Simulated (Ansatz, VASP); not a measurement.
SiC in VASP and in Ansatz

The input INCAR:

```
SYSTEM = SiC
PREC = Accurate ; ENCUT = 520
EDIFF = 1E-6 ; ISMEAR = -1
SIGMA = 0.1 ; LREAL = .False.
LASPH = .True. ; NELM = 80
ALGO = Normal ; ISIF = 2
LWAVE = .False. ; LCHARG = .False.
GGA = PE ; NBANDS = 16
```

KPOINTS

```
regular mesh
0
Gamma
  13 13 7
  0 0 0
```

The input POSCAR:

```
SiC
1.0
    2.8729373069      0.0000000000      0.0000000000
   -1.4364686535      2.4880366913      0.0000000000
    0.0000000000      0.0000000000      4.7018459159
Si C
2 2
Direct
    0.3333333333      0.6666666667     -0.0000492975
    0.6666666667      0.3333333333      0.4999507025
    0.3333333333      0.6666666667      0.3760492975
    0.6666666667      0.3333333333      0.8760492975
```

Input for Ansatz:

```yaml
crystal:
  lattice:
    - [2.8729373069, 0.0, 0.0]
    - [-1.4364686535, 2.4880366913, 0.0]
    - [0.0, 0.0, 4.7018459159]
  atoms:
    - { symbol: Si, position: [0.3333333333, 0.6666666667, -4.92975e-05] }
    - { symbol: Si, position: [0.6666666667, 0.3333333333, 0.4999507025] }
    - { symbol: C, position: [0.3333333333, 0.6666666667, 0.3760492975] }
    - { symbol: C, position: [0.6666666667, 0.3333333333, 0.8760492975] }
kpoints:
  mp_grid: { grid: [13, 13, 7] }
scf:
  occupations: { method: fermi_dirac, width: 0.1 }
hamiltonian:
  xc: pbe
  pseudopotentials: { kind: all_electron, lapw: { basis_error: 0.001 } }
output:
  forces: true
  stress: true
  eigenvalues: true
  populations: true
```

Change from the starting cell: volume scaled by 0.8, LAPW.

Alike in both runs: task single point; functional PBE; k mesh 13 × 13 × 7; occupations fermi-dirac, width 0.1 eV; no spin polarisation.

```csv
,VASP,Ansatz
version,VASP 6.6.1,Ansatz 0.2.0
potentials or method,"VASP PAW PBE potentials, release 64 (Si, C), cutoff 520 eV","all-electron LAPW, scalar-relativistic"
```

```csv
,VASP,Ansatz,Ansatz less VASP
pressure (GPa),72.9,72.9,+0.06
```

Both programs put the cell under a high pressure, so it lies far from rest at this level. Ansatz ran all-electron here, and VASP with PAW potentials.

Noted on VASP's run: the cell as given lies far from equilibrium.
